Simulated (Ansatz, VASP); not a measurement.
## Ca in VASP and in Ansatz

Contents of INCAR:

```
PREC = Accurate ; ENCUT = 520
EDIFF = 1E-6 ; ISMEAR = -1
SIGMA = 0.1 ; LREAL = False
LASPH = True ; NELM = 60
ALGO = Normal ; ISIF = 2
LWAVE = False ; LCHARG = False
GGA = RE ; NBANDS = 11
```

File KPOINTS:

```
Automatic mesh
0
Gamma
  10 10 10
```

The input POSCAR:

```
Ca
1.0
    3.4925234170      0.0000000000      0.0000000000
    0.0000000000      3.4925234170      0.0000000000
    0.0000000000      0.0000000000      3.4925234170
Ca
1
Direct
    0.0000000000      0.0000000000      0.0000000000
```

Input for Ansatz:

```yaml
crystal:
  lattice:
    - [3.492523417, 0.0, 0.0]
    - [0.0, 3.492523417, 0.0]
    - [0.0, 0.0, 3.492523417]
  atoms:
    - { symbol: Ca, position: [0.0, 0.0, 0.0] }
hamiltonian:
  xc: revpbe
  pseudopotentials:
    kind: paw
    azcp:
      Ca: "pseudopotentials/Ca.paw.azcp"
basis:
  ecutwfc: 420
  fft_grid_basis: typed
kpoints:
  mp_grid: { grid: [10, 10, 10], shift: [0, 0, 0] }
magnetization:
  spin_polarized: false
scf:
  occupations: { method: fermi_dirac, width: 0.1 }
  lower_state_search: "off"
output:
  stress: true
```

Alike in both runs: task single point; functional revPBE; k mesh 10 × 10 × 10; occupations fermi-dirac, width 0.1 eV; no spin polarisation.

```csv
,VASP,Ansatz
version,VASP 6.6.1,Ansatz 0.2.0
potentials or method,"VASP PAW PBE potentials, release 64 (Ca_sv), cutoff 520 eV","plane waves (420 eV) with PAW, scalar-relativistic"
valence electrons in the cell,10,10
```

```tsv
	VASP	Ansatz	Ansatz less VASP
pressure (GPa)	0.8	0.8	0.00
```

VASP's potentials were made for PBE, not for revPBE. The functional is the same, so the differences come from potentials, cutoffs and numerics.
